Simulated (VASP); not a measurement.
Wanted: the native input for a VASP 6.6.1 run.

```
Task                   : single point
Functional             : PBEsol
Potentials or basis    : VASP PAW PBE potentials, release 64 (Mn_pv, O)
Cutoff                 : 520 eV
k mesh                 : 10 × 10 × 10
Occupations            : fermi-dirac, width 0.05 eV
Spin                   : collinear spin, ferromagnetic start
Starting moments       : [4.0, 0.0] μB
Hubbard terms          : Mn d U = 5.3 eV
Dipole correction      : no
Further INCAR settings : ALGO = Normal; EDIFF = 1e-07; NBANDS = 20
```

The structure of MnO lies in POSCAR:

```
MnO
1.0
    0.0000000000      2.2239077028      2.2239077028
    2.2239077028      0.0000000000      2.2239077028
    2.2239077028      2.2239077028      0.0000000000
Mn O
1 1
Direct
    0.0000000000      0.0000000000      0.0000000000
    0.5000000000      0.5000000000      0.5000000000
```

One way to write it, as run:

INCAR

```
ALGO = Normal ; EDIFF = 1E-7
ENCUT = 520 ; GGA = PS
ISIF = 2 ; ISMEAR = -1
ISPIN = 2 ; LASPH = T
LCHARG = F ; LDAU = T
LDAUJ = 0 0 ; LDAUL = 2 -1
LDAUPRINT = 1 ; LDAUTYPE = 2
LDAUU = 5.3 0 ; LMAXMIX = 4
LORBIT = 11 ; LREAL = F
LWAVE = F ; MAGMOM = 4 0
NBANDS = 20 ; NELM = 150
PREC = Accurate ; SIGMA = 0.05
```

KPOINTS

```
k-points
0
Gamma
  10 10 10
```

Potentials or basis: VASP PAW PBE potentials, release 64 (Mn_pv, O).

Command:

```bash
$ cat potpaw_PBE.64/Mn_pv/POTCAR potpaw_PBE.64/O/POTCAR > POTCAR
$ mpirun -np 1 vasp_std > vasp.out
```

It gave:

The pressure is 1.8 GPa and the band gap on the k mesh is 0.37 eV, indirect (least direct gap 2.58 eV). The net moment is 5.00 μB per cell. The site moments are Mn +4.65; O +0.12 μB and the valence electrons inside the program's atomic spheres are Mn 11.36; O 4.99.

Caveat: the PAW data sets were made with another functional, which shifts forces and pressure a little; a cell with one magnetic atom can't hold antiferromagnetic order, which such compounds often take.

Run time: 40 s on 1 thread of AMD EPYC 7R13 Processor (Zen 3) (shared host), peak memory 0.13 GiB.
